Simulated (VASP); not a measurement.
Set up this calculation in VASP 6.6.1, as the native input.

* Task: electric field gradients
* Functional: r2SCAN
* Potentials or basis: VASP PAW PBE potentials, release 64 (In_d, H, O)
* Cutoff: 520 eV
* k mesh: 4 × 4 × 4
* Occupations: fermi-dirac, width 0.02 eV
* Spin: no spin polarisation
* Dipole correction: no
* Further INCAR settings: LREAL = Auto; ALGO = Normal; EDIFF = 1e-08; NBANDS = 88

The system is InH3O3.

```
In H O
1.0
     5.60894    3.23832    2.31377
    -5.60894    3.23832    2.31377
     0.00000   -6.47664    2.31377
In H O
4 12 12
Direct
  0.00000 0.00000 0.50000
  0.50000 0.50000 0.50000
  0.50000 0.00000 0.00000
  0.00000 0.50000 0.00000
  0.45238 0.17549 0.62544
  0.54762 0.82451 0.37456
  0.31337 0.95609 0.27069
  0.68663 0.04391 0.72931
  0.04391 0.72931 0.68663
  0.95609 0.27069 0.31337
  0.82451 0.37456 0.54762
  0.17549 0.62544 0.45238
  0.37456 0.54762 0.82451
  0.62544 0.45238 0.17549
  0.72931 0.68663 0.04391
  0.27069 0.31337 0.95609
  0.32804 0.16816 0.49441
  0.67196 0.83184 0.50559
  0.32011 0.83286 0.15124
  0.67989 0.16714 0.84876
  0.16714 0.84876 0.67989
  0.83286 0.15124 0.32011
  0.83184 0.50559 0.67196
  0.16816 0.49441 0.32804
  0.50559 0.67196 0.83184
  0.49441 0.32804 0.16816
  0.84876 0.67989 0.16714
  0.15124 0.32011 0.83286
```

The input as run:

POSCAR

```
InH3O3
1.0
    5.6089385675      3.2383221918      2.3137680914
   -5.6089385675      3.2383221918      2.3137680914
    0.0000000000     -6.4766443836      2.3137680914
In H O
4 12 12
Direct
    0.0000000000      0.0000000000      0.5000000000
    0.5000000000      0.5000000000      0.5000000000
    0.5000000000      0.0000000000      0.0000000000
    0.0000000000      0.5000000000      0.0000000000
    0.4523777800      0.1754928200      0.6254437500
    0.5476222200      0.8245071800      0.3745562500
    0.3133707900      0.9560861600      0.2706949500
    0.6866292100      0.0439138400      0.7293050500
    0.0439138400      0.7293050500      0.6866292100
    0.9560861600      0.2706949500      0.3133707900
    0.8245071800      0.3745562500      0.5476222200
    0.1754928200      0.6254437500      0.4523777800
    0.3745562500      0.5476222200      0.8245071800
    0.6254437500      0.4523777800      0.1754928200
    0.7293050500      0.6866292100      0.0439138400
    0.2706949500      0.3133707900      0.9560861600
    0.3280372100      0.1681582600      0.4944079100
    0.6719627900      0.8318417400      0.5055920900
    0.3201133100      0.8328642800      0.1512376300
    0.6798866900      0.1671357200      0.8487623700
    0.1671357200      0.8487623700      0.6798866900
    0.8328642800      0.1512376300      0.3201133100
    0.8318417400      0.5055920900      0.6719627900
    0.1681582600      0.4944079100      0.3280372100
    0.5055920900      0.6719627900      0.8318417400
    0.4944079100      0.3280372100      0.1681582600
    0.8487623700      0.6798866900      0.1671357200
    0.1512376300      0.3201133100      0.8328642800
```

INCAR.step1

```
SYSTEM = InH3O3
ALGO = Normal
EDIFF = 1E-4
ENCUT = 520
GGA = PE
ISMEAR = -1
LASPH = .True.
LCHARG = .False.
LREAL = Auto
LWAVE = .True.
NBANDS = 88
NELM = 100
PREC = Accurate
SIGMA = 0.02
```

INCAR.step2

```
SYSTEM = InH3O3
ALGO = Normal
EDIFF = 1E-8
ENCUT = 520
ISIF = 2
ISMEAR = -1
ISTART = 1
LASPH = .True.
LCHARG = .False.
LEFG = .True.
LMIXTAU = .True.
LREAL = Auto
LWAVE = .False.
METAGGA = R2SCAN
NBANDS = 88
NELM = 100
PREC = Accurate
SIGMA = 0.02
```

KPOINTS

```
k-points
0
Gamma
  4 4 4
  0 0 0
```

Potentials or basis: VASP PAW PBE potentials, release 64 (In_d, H, O).

Command:

```console
$ cat potpaw_PBE.64/In_d/POTCAR potpaw_PBE.64/H/POTCAR potpaw_PBE.64/O/POTCAR > POTCAR
$ cp INCAR.step1 INCAR
$ mpirun -np 1 vasp_std > vasp.out
$ cp INCAR.step2 INCAR
$ mpirun -np 1 vasp_std > vasp.out
```

Results of the run:

```json
{
  "Pressure": "0.2 GPa",
  "Largest force": "0.026 eV/Å",
  "Band gap on the k mesh": "3.56 eV (least direct gap 3.64 eV)",
  "Largest electric field gradient by atom": "In +29.2, +54.0 (each value once); H +32.1, +29.8 (each value once); O +86.1, -79.0 (each value once) V/Å²"
}
```

Caveat: without QUAD_EFG the Cq values of the log hold for a quadrupole moment of 1 mb, not for the nuclei; the PAW data sets were made with another functional, which shifts forces and pressure a little; spin-orbit coupling is left out, which moves the levels of the heavy elements.

It took 30 min on 1 thread of Intel(R) Xeon(R) 6975P-C (Granite Rapids), on a shared host, peak memory 0.55 GiB.
